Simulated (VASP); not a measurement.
Input of a VASP 6.6.1 run:

INCAR

```
SYSTEM = GeSb3O2
PREC = Accurate
ENCUT = 600
EDIFF = 1E-6
ISMEAR = 0
SIGMA = 0.1
LREAL = .False.
LASPH = .True.
NELM = 100
ALGO = Normal
ISIF = 3
LWAVE = .False.
LCHARG = .False.
GGA = PE
IBRION = 2
NSW = 100
EDIFFG = -0.01
```

The input KPOINTS:

```
regular mesh
0
Gamma
  12 12 6
  0 0 0
```

POSCAR

```
GeSb3O2
1.0
    4.7253327701      0.0000000000      0.0000000000
   -2.3626663850      4.0922582202      0.0000000000
    0.0000000000      0.0000000000      5.9717837514
Ge Sb O
1 3 2
Direct
    0.6666666667      0.3333333333      0.0000000000
    0.6666666667      0.3333333333      0.5000000000
    0.0000000000      0.0000000000      0.0000000000
    0.0000000000      0.0000000000      0.5000000000
    0.3333333333      0.6666666667      0.2614624251
    0.3333333333      0.6666666667      0.7385375749
```

Potentials or basis: VASP PAW PBE potentials, release 64 (Ge_d, Sb, O).

Launch:

```bash
$ cat potpaw_PBE.64/Ge_d/POTCAR potpaw_PBE.64/Sb/POTCAR potpaw_PBE.64/O/POTCAR > POTCAR
$ mpirun -np 1 vasp_std > vasp.out
```

**Question.** Estimate the band gap on the k mesh.

**Answer.** Zero (an odd number of electrons rules out a gap without spin polarisation).

**Question.** Estimate the relaxed cell.

**Answer.** a = 4.728 Å, b = 4.728 Å, c = 5.971 Å, α = 90.00°, β = 90.00°, γ = 120.00°.

**Question.** Predict the relaxed volume.

**Answer.** 19.27 Å³/atom.

Final structure:
```
Ge Sb O
1.0
     4.72837    0.00000    0.00000
    -2.36418    4.09489    0.00000
     0.00000    0.00000    5.97063
Ge Sb O
1 3 2
Cartesian
  2.3642 1.3650 0.0000
  2.3642 1.3650 2.9853
  -2.3642 4.0949 0.0000
  2.3642 4.0949 2.9853
  0.0000 2.7299 1.5610
  0.0000 2.7299 4.4097
```

Caveat: spin-orbit coupling is left out, which moves the levels of the heavy elements; an odd number of electrons without spin polarisation forces a metal; a magnetic or distorted state may lie lower.
